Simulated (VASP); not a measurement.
# Al2InAs3 in VASP: a series of runs, part 2 of 3

VASP 6.6.1.

**3. Relaxation of cell and atoms, PBE**

This run uses another cell than the first one: it holds 6 atoms, not 12.

Contents of INCAR:

```
SYSTEM = Al2InAs3
PREC = Accurate
ENCUT = 600
EDIFF = 1E-6
ISMEAR = 0
SIGMA = 0.1
LREAL = .FALSE.
LASPH = .TRUE.
NELM = 60
ALGO = Normal
ISIF = 3
LWAVE = .FALSE.
LCHARG = .FALSE.
GGA = PE
IBRION = 2
NSW = 90
EDIFFG = -0.04
```

Contents of KPOINTS:

```
Automatic mesh
0
G
  6 6 6
  0 0 0
```

Contents of POSCAR:

```
Al2InAs3
1.0
   -1.9629459000      1.9629459000      8.3280741300
    1.9629459000     -1.9629459000      8.3280741300
    1.9629459000      1.9629459000     -8.3280741300
Al In As
2 1 3
Direct
    0.6666666700      0.6666666700      0.0000000000
    0.3333333300      0.3333333300      0.0000000000
    0.0000000000      0.0000000000      0.0000000000
    0.9166666700      0.4166666700      0.5000000000
    0.2500000000      0.7500000000      0.5000000000
    0.5833333300      0.0833333300      0.5000000000
```

Potentials or basis: VASP PAW PBE potentials, release 64 (Al, In_d, As).

Command:

```console
> cat potpaw_PBE.64/Al/POTCAR potpaw_PBE.64/In_d/POTCAR potpaw_PBE.64/As/POTCAR > POTCAR
> mpirun -np 1 vasp_std > vasp.out
```

OUTCAR:

```text
SYSTEM = Al2InAs3
   PREC = Accurate
   ENCUT = 600
   EDIFF = 1E-6
   ISMEAR = 0
   LREAL = .FALSE.
   LASPH = .TRUE.
   NELM = 60
   ISIF = 3
   GGA = PE
   IBRION = 2
   NSW = 90
   EDIFFG = -0.04

 ion  position               nearest neighbor table
   1  0.667  0.667  0.000-   5 2.40   5 2.40   6 2.40   6 2.40
   2  0.333  0.333  0.000-   5 2.40   5 2.40   4 2.40   4 2.40
   3  0.000  0.000  0.000-   6 2.40   4 2.40   6 2.40   4 2.40
   4  0.917  0.417  0.500-   3 2.40   3 2.40   2 2.40   2 2.40
   5  0.250  0.750  0.500-   2 2.40   1 2.40   2 2.40   1 2.40
   6  0.583  0.083  0.500-   3 2.40   3 2.40   1 2.40   1 2.40

  LATTYP: Found a body centered tetragonal cell.
 ALAT       =     3.9258918000
 C/A-ratio  =     4.2426406810

  Lattice vectors:

 A1 = (  -1.9629459000,   1.9629459000,   8.3280741300)
 A2 = (   1.9629459000,  -1.9629459000,   8.3280741300)
 A3 = (   1.9629459000,   1.9629459000,  -8.3280741300)

Analysis of symmetry for initial positions (statically):
=====================================================================
 Subroutine PRICEL returns:
 Original cell was already a primitive cell.

 Routine SETGRP: Setting up the symmetry group for a
 body centered tetragonal supercell.

 Subroutine GETGRP returns: Found  8 space group operations
 (whereof  8 operations were pure point group operations)
 out of a pool of 16 trial point group operations.

The static configuration has the point symmetry D_2d.

Analysis of symmetry for dynamics (positions and initial velocities):
[... 157 lines left out ...]

--------------------------------------- Ionic step        1  -------------------------------------------

 number of electron      34.0000002 magnetization

 Free energy of the ion-electron system (eV)
  ---------------------------------------------------
  ext. energy  EPLUGINS =         0.00000000
  ---------------------------------------------------
  free energy    TOTEN  =       -25.03100285 eV

  energy without entropy =      -25.03100285  energy(sigma->0) =      -25.03100285

 E-fermi :   5.9029     XC(G=0):  -9.6035

 val. band max:        5.4566868180   @ k =   0.0000   0.0000   0.0000
 cond. band min:       6.6446630409   @ k =   0.5000   0.5000  -0.0000
 fundamental gap:      1.1879762229
 Fermi energy:         5.9028555304

 k-point     1 :       0.0000    0.0000    0.0000
  band No.  band energies     occupation
      1      -9.4905      2.00000
      2      -9.1709      2.00000
      3      -9.1709      2.00000
      4      -9.0439      2.00000
      5      -8.9682      2.00000
      6      -7.3766      2.00000
[... 886 lines left out ...]
--------------------------------------- Ionic step        9  -------------------------------------------

 number of electron      34.0000004 magnetization

 Free energy of the ion-electron system (eV)
  ---------------------------------------------------
  ext. energy  EPLUGINS =         0.00000000
  ---------------------------------------------------
  free energy    TOTEN  =       -26.39281157 eV

  energy without entropy =      -26.39281157  energy(sigma->0) =      -26.39281157

 E-fermi :   4.2474     XC(G=0):  -8.8999

 val. band max:        3.8101426898   @ k =   0.0000   0.0000   0.0000
 cond. band min:       4.6467942579   @ k =   0.0000   0.0000   0.0000
 fundamental gap:      0.8366515681
 Fermi energy:         4.2473769845

 k-point     1 :       0.0000    0.0000    0.0000
  band No.  band energies     occupation
      1     -10.4180      2.00000
      2     -10.2796      2.00000
      3     -10.2796      2.00000
      4     -10.2177      2.00000
      5     -10.2096      2.00000
      6      -7.8676      2.00000
[... 600 lines left out ...]
  FREE ENERGIE OF THE ION-ELECTRON SYSTEM (eV)
  ---------------------------------------------------
  free  energy   TOTEN  =       -26.3928115731 eV

  energy  without entropy=      -26.3928115731  energy(sigma->0) =      -26.39281157

 reached required accuracy - stopping structural energy minimisation
```

OSZICAR:

```text
N       E                     dE             d eps       ncg     rms          rms(c)
DAV:   1     0.245978775014E+03    0.24598E+03   -0.15474E+04  1260   0.171E+03
DAV:   2     0.501981041101E+01   -0.24096E+03   -0.23236E+03  1303   0.360E+02
DAV:   3    -0.247713171748E+02   -0.29791E+02   -0.28226E+02  1628   0.118E+02
[... 89 lines left out ...]
DAV:   1    -0.263937742404E+02   -0.15070E-02   -0.44132E-02  1687   0.267E+00    0.227E-01
DAV:   2    -0.263929884446E+02    0.78580E-03   -0.32729E-03  1735   0.844E-01    0.795E-02
DAV:   3    -0.263928146088E+02    0.17384E-03   -0.52640E-04  1770   0.311E-01    0.439E-02
DAV:   4    -0.263928122377E+02    0.23711E-05   -0.27223E-05  1455   0.400E-02    0.201E-02
DAV:   5    -0.263928115731E+02    0.66459E-06   -0.91684E-06  1705   0.419E-02
   9 F= -.26392812E+02 E0= -.26392812E+02  d E =-.543559E-03
```

CONTCAR:

```text
Al2InAs3
   1.00000000000000
    -2.0770296615651844    2.0770296615651844    8.8230421016170855
     2.0770296615651844   -2.0770296615651844    8.8230421016170855
     2.0770296615651844    2.0770296615651844   -8.8230421016170855
  Al              In              As
     2     1     3
Direct
     0.6707404476821988    0.6707404476821988    0.0000000000000000
     0.3292595523178015    0.3292595523178015    0.0000000000000000
     0.0000000000000000    0.0000000000000000    0.0000000000000000
     0.9072548875728468    0.4072548875728470    0.5000000000000000
     0.2500000000000000    0.7500000000000000    0.5000000000000000
     0.5927451124271532    0.0927451124271531    0.5000000000000000

  0.00000000E+00  0.00000000E+00  0.00000000E+00
  0.00000000E+00  0.00000000E+00  0.00000000E+00
  0.00000000E+00  0.00000000E+00  0.00000000E+00
  0.00000000E+00  0.00000000E+00  0.00000000E+00
  0.00000000E+00  0.00000000E+00  0.00000000E+00
  0.00000000E+00  0.00000000E+00  0.00000000E+00
```

Run time: 29 min. Hardware: 1 thread of Intel Xeon 6975P-C (Granite Rapids), shared host; peak memory 0.85 GiB.

Results:

```yaml
Free_energy: -26.3928 eV
Relaxed_volume: 25.38 Å³/atom
Relaxed_cell: a = 9.299 Å, b = 9.299 Å, c = 9.299 Å, α = 154.19°, β = 154.19°, γ = 36.83°
Space_group_after_relaxing_to_0.1_Å: I-4m2 (No. 119)
Energy_gained_by_relaxing: 227.0 meV/atom
Ionic_steps: 9
Pressure_after_relaxing: 0.0 GPa
Largest_force_after_relaxing: 0.010 eV/Å
Band_gap_on_the_k_mesh: 0.84 eV
```

Forces on the atoms (eV/Å):
```
Al   0.000  0.000 -0.010
Al   0.000  0.000  0.010
In   0.000  0.000  0.000
As   0.000  0.000  0.002
As   0.000  0.000  0.000
As   0.000  0.000 -0.002
```

The path:
```
step  energy change (eV)  largest force (eV/Å)  pressure (GPa)  volume (Å³)
   1              0.0000                2.3298           16.47       128.36
   2             -0.8836                0.4630           -5.79       173.68
   3             -1.2764                0.6227           -0.56       154.45
   4             -1.2763                0.6443           -0.36       153.89
   5             -1.3193                0.4129           -0.08       152.90
   6             -1.3548                0.2217            0.62       150.82
   7             -1.3606                0.0543           -0.34       153.20
   8             -1.3613                0.0599           -0.11       152.61
   9             -1.3618                0.0104            0.03       152.25
```

Final structure:
```xyz
6
Lattice="-2.0770 2.0770 8.8230 2.0770 -2.0770 8.8230 2.0770 2.0770 -8.8230" Properties=species:S:1:pos:R:3 pbc="T T T"
Al    0.0000    0.0000   11.8359
Al    0.0000    0.0000    5.8101
In    0.0000    0.0000    0.0000
As    0.0000    2.0770    7.1865
As    2.0770    0.0000    4.4115
As    0.0000    2.0770    1.6366
```

Caveat: the volume moved by over 15 % at a fixed basis, so the end points are rough; spin-orbit coupling is left out, which moves the levels of the heavy elements.

[end of part 2 of 3]
